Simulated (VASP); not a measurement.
Write the native input for VASP 6.6.1 that does the following.

- Task: single point
- Functional: PBE
- Potentials or basis: VASP PAW PBE potentials, release 64 (Be, Cd, Te)
- Cutoff: 600 eV
- k mesh: 10 × 10 × 4
- Occupations: gaussian, width 0.1 eV
- Spin: no spin polarisation
- Dipole correction: no
- Further INCAR settings: ALGO = Normal; EDIFF = 1e-06; NBANDS = 31

The structure of BeCd2Te3 lies in POSCAR:

```
BeCd2Te3
1.0
    3.5154534268      0.0000000000      0.0000000000
    0.0000000000      3.5154534268      0.0000000000
    0.0000000000      0.0000000000     11.9479451643
Be Cd Te
1 2 3
Direct
    0.0000000000      0.0000000000      0.0000000000
    0.0000000000      0.0000000000      0.3191651590
    0.0000000000      0.0000000000      0.6808348410
    0.5000000000      0.5000000000      0.1308913266
    0.5000000000      0.5000000000      0.5000000000
    0.5000000000      0.5000000000      0.8691086734
```

The cell was built from a structure type or drawn by symmetry, and may not be a known phase.

The input as run:

INCAR

```
SYSTEM = BeCd2Te3
ALGO = Normal ; EDIFF = 1E-6
ENCUT = 600 ; GGA = PE
GGA_COMPAT = .False. ; ISIF = 2
ISMEAR = 0 ; LASPH = .True.
LCHARG = .False. ; LREAL = .False.
LWAVE = .False. ; NBANDS = 31
NELM = 120 ; PREC = Accurate
SIGMA = 0.1
```

KPOINTS

```
k-points
0
Gamma
  10 10 4
  0 0 0
```

Potentials or basis: VASP PAW PBE potentials, release 64 (Be, Cd, Te).

The run is started by

```sh
$ cat potpaw_PBE.64/Be/POTCAR potpaw_PBE.64/Cd/POTCAR potpaw_PBE.64/Te/POTCAR > POTCAR
$ mpirun -np 1 vasp_std > vasp.out
```

Results of the run:

The pressure is 0.0 GPa and the largest force is 0.015 eV/Å. The band gap on the k mesh is zero (bands 22 and 23 overlap by 1.99 eV).

Caveat: spin-orbit coupling is left out, which moves the levels of the heavy elements.

Wall time 8.9 min on 1 thread of Intel Xeon 8259CL (shared host), peak memory 0.48 GiB.
